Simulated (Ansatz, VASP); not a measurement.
Two plane-wave programs on FeNi3

The input INCAR:

```
  PREC = Accurate
  ENCUT = 520
  EDIFF = 1E-7
  ISMEAR = 0
  SIGMA = 0.1
  LREAL = F
  LASPH = T
  NELM = 150
  ALGO = Fast
  ISIF = 2
  LWAVE = F
  LCHARG = T
  ISPIN = 2
  MAGMOM = 3.13 0.75 0.75 0.75
  LORBIT = 11
  LMAXMIX = 4
  GGA = PS
  LELF = T
  LVHAR = T
  NBANDS = 31
```

The input KPOINTS:

```
regular mesh
0
Gamma
  12 12 12
```

POSCAR

```
FeNi3
1.0
    3.6014432775      0.0000000000      0.0000000000
    0.0000000000      3.6014432775      0.0000000000
    0.0000000000      0.0000000000      3.6014432775
Fe Ni
1 3
Direct
    0.0000000000      0.0000000000      0.0000000000
    0.0000000000      0.5000000000      0.5000000000
    0.5000000000      0.0000000000      0.5000000000
    0.5000000000      0.5000000000      0.0000000000
```

Input for Ansatz:

```yaml
crystal:
  lattice:
    - [3.6014432775, 0.0, 0.0]
    - [0.0, 3.6014432775, 0.0]
    - [0.0, 0.0, 3.6014432775]
  atoms:
    - { symbol: Fe, position: [0.0, 0.0, 0.0], spin: 3.13 }
    - { symbol: Ni, position: [0.0, 0.5, 0.5], spin: 0.75 }
    - { symbol: Ni, position: [0.5, 0.0, 0.5], spin: 0.75 }
    - { symbol: Ni, position: [0.5, 0.5, 0.0], spin: 0.75 }
basis:
  ecutwfc: 420
kpoints:
  mp_grid: { grid: [12, 12, 12] }
hamiltonian:
  xc: pbesol
scf:
  occupations: { method: gaussian, width: 0.1 }
output:
  forces: true
  stress: true
  eigenvalues: true
  populations: true
magnetization:
  spin_polarized: true
```

Alike in both runs: task single point; functional PBEsol; k mesh 12 × 12 × 12; occupations gaussian, width 0.1 eV; collinear spin.

```csv
,VASP,Ansatz
version,VASP 6.6.1,Ansatz 0.2.0
potentials or method,"VASP PAW PBE potentials, release 64 (Fe, Ni), cutoff 520 eV","scalar-relativistic, plane waves, PAW"
valence electrons in the cell,38,70
```

Ansatz gave:

- gap on the k mesh at the Fermi level (eV): none
- pressure (GPa): -17.2
- net moment per atom (μB): 1.22
- size of the moment on the site where the two differ most (μB): 0.68

Q: Which values does VASP return?

A: gap on the k mesh at the Fermi level (eV): none; pressure (GPa): -17.0; net moment per atom (μB): 1.21; size of the moment on the site where the two differ most (μB): 0.64.

VASP's potentials were made for PBE, not for PBEsol. Site moments also hang on the region over which each program counts them. A gap of «none» marks a metal or a gap that the smearing closes. The functional is the same, so the differences come from potentials, cutoffs and numerics. VASP's potentials hold 38 valence electrons a cell and Ansatz's 70, so a difference there can come from the potentials and not from the codes.
